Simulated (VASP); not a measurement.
A run of VASP 6.6.1:

File INCAR:

```
SYSTEM = Na
PREC = Accurate ; ENCUT = 520
EDIFF = 1E-6 ; ISMEAR = -1
SIGMA = 0.08 ; LREAL = .False.
LASPH = .True. ; NELM = 60
ALGO = Normal ; ISIF = 2
LWAVE = .False. ; LCHARG = .False.
GGA = PS ; NBANDS = 14
```

The input KPOINTS:

```
regular mesh
0
Gamma
  12 12 7
  0 0 0
```

POSCAR

```
Na
1.0
    2.7464839438      0.0000000000      0.0000000000
   -1.3732419719      2.3785248665      0.0000000000
    0.0000000000      0.0000000000      4.4605455092
Na
2
Direct
    0.3333333333      0.6666666667      0.2500000000
    0.6666666667      0.3333333333      0.7500000000
```

Potentials or basis: VASP PAW PBE potentials, release 64 (Na_pv).

Run with:

```console
$ cat potpaw_PBE.64/Na_pv/POTCAR > POTCAR
$ mpirun -np 1 vasp_std > vasp.out
```

Hardware: 1 thread of Intel Xeon 8259CL, on a shared host.

Task: How long does it take, and how much memory?

Result: Run time: 26 s on 1 thread of Intel Xeon 8259CL, on a shared host, peak memory 0.15 GiB. Counts: scf iterations 11, k points 76.
